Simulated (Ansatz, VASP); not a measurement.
Ba in VASP and in Ansatz

```xyz
4
Lattice="-4.1312 4.1312 3.8368 4.1312 -4.1312 3.8368 4.1312 4.1312 -3.8368" Properties=species:S:1:pos:R:3 pbc="T T T"
Ba    1.5026    2.6286    3.8368
Ba    2.6286    1.5026    0.0000
Ba    2.6286   -1.5026    3.8368
Ba    1.5026    5.6338    0.0000
```

Alike in both runs: task single point; functional PBEsol; k mesh 4 × 4 × 4; no spin polarisation.

|  | VASP | Ansatz |
| --- | --- | --- |
| version | VASP 6.6.1 | Ansatz 0.2.0 |
| potentials or method | VASP PAW PBE potentials, release 64 (Ba_sv) | plane waves, PAW |
| plane-wave cutoff (eV) | 520 | 420 |
| occupations | methfessel-paxton of order 1, width 0.2 eV | cold, width 0.2 eV |
| valence electrons in the cell | 40 | 40 |

```csv
,VASP,Ansatz,Ansatz less VASP
pressure (GPa),-0.7,-0.8,-0.09
"traceless stress, the component that is largest in VASP (GPa)",-0.15,-0.12,+0.034
```

VASP's potentials were made for PBE, not for PBEsol.

Spin-orbit coupling is off throughout.
